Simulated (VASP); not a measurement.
Crystal: ZrSe2.

```
Zr Se
1.0
     3.79800    0.00000    0.00000
    -1.89900    3.28916    0.00000
     0.00000    0.00000    6.19200
Zr Se
1 2
Direct
  0.00000 0.00000 0.00000
  0.33333 0.66667 0.25000
  0.66667 0.33333 0.75000
```

```yaml
Program: VASP 6.6.1
Task: relaxation of cell and atoms
Functional: RPBE
Potentials_or_basis: VASP PAW PBE potentials, release 64 (Zr_sv, Se)
Cutoff: 500 eV
k_mesh: 6 × 6 × 3
Occupations: gaussian, width 0.01 eV
Spin: no spin polarisation
```

At the start: pressure 4.1 GPa; volume 25.78 Å³/atom.

How do energy, volume and symmetry change on relaxing?

Over 37 steps the energy falls by 50.0 meV/atom and the volume is 32.79 Å³/atom (+27.2 %); space group P-3m1 (No. 164, to 0.1 Å) before and after.

The path:
```
step  energy change (eV)  largest force (eV/Å)  pressure (GPa)  volume (Å³)
   1              0.0000                0.3573            4.11        77.35
   2             -0.0047                0.7626           -3.18        84.99
   3             -0.0507                0.2477            0.04        81.13
   4             -0.0595                0.2471            0.06        81.60
   5             -0.0805                0.2465            0.17        82.97
   6             -0.1030                0.2390            0.55        85.63
   7             -0.1135                0.2315            0.20        86.95
   8             -0.1288                0.2059           -0.69        90.75
   9             -0.1294                0.2011           -0.87        91.57
  10             -0.1350                0.0628           -0.36        91.96
  11             -0.1365                0.0468            0.05        92.26
  12             -0.1387                0.0438            0.13        92.43
  13             -0.1430                0.0358            0.37        92.92
  14             -0.1413                0.0225            0.90        93.85
  15             -0.1439                0.0339            0.59        93.31
  16             -0.1457                0.0622            0.13        94.29
  17             -0.1457                0.0853            0.02        94.53
  18             -0.1463                0.0782           -0.01        94.75
  19             -0.1472                0.0577           -0.12        95.39
  20             -0.1464                0.0174           -0.33        96.68
  21             -0.1474                0.0458           -0.18        95.75
  22             -0.1477                0.0124            0.09        95.63
  23             -0.1477                0.0091            0.07        95.64
  24             -0.1480                0.0046            0.08        95.74
  25             -0.1486                0.0077            0.12        96.04
  26             -0.1484                0.0322            0.21        96.64
  27             -0.1487                0.0164            0.16        96.27
  28             -0.1489                0.0404            0.02        96.64
  29             -0.1489                0.0615           -0.10        96.96
  30             -0.1491                0.0571           -0.11        97.16
  31             -0.1495                0.0437           -0.15        97.77
  32             -0.1496                0.0162           -0.21        98.98
  33             -0.1497                0.0276           -0.18        98.45
  34             -0.1499                0.0315            0.12        98.26
  35             -0.1499                0.0118            0.02        98.33
  36             -0.1500                0.0063            0.03        98.35
  37             -0.1500                0.0030            0.04        98.38
```

Final structure:
```cif
data_structure
_symmetry_space_group_name_H-M 'P 1'
_symmetry_Int_Tables_number 1
_cell_length_a 3.8455
_cell_length_b 3.8455
_cell_length_c 7.6815
_cell_angle_alpha 90.000
_cell_angle_beta 90.000
_cell_angle_gamma 120.000
_cell_volume 98.38
loop_
_atom_site_label
_atom_site_type_symbol
_atom_site_fract_x
_atom_site_fract_y
_atom_site_fract_z
_atom_site_occupancy
Zr1 Zr 0.00000 0.00000 0.00000 1
Se1 Se 0.33333 0.66667 0.20565 1
Se2 Se 0.66667 0.33333 0.79435 1
```

Caveat: the volume moved by over 15 % at a fixed basis, so the end points are rough; the PAW data sets were made with another functional, which shifts forces and pressure a little; this functional lacks dispersion, which binds the layers, so the pressure and a relaxed spacing across them are unreliable.
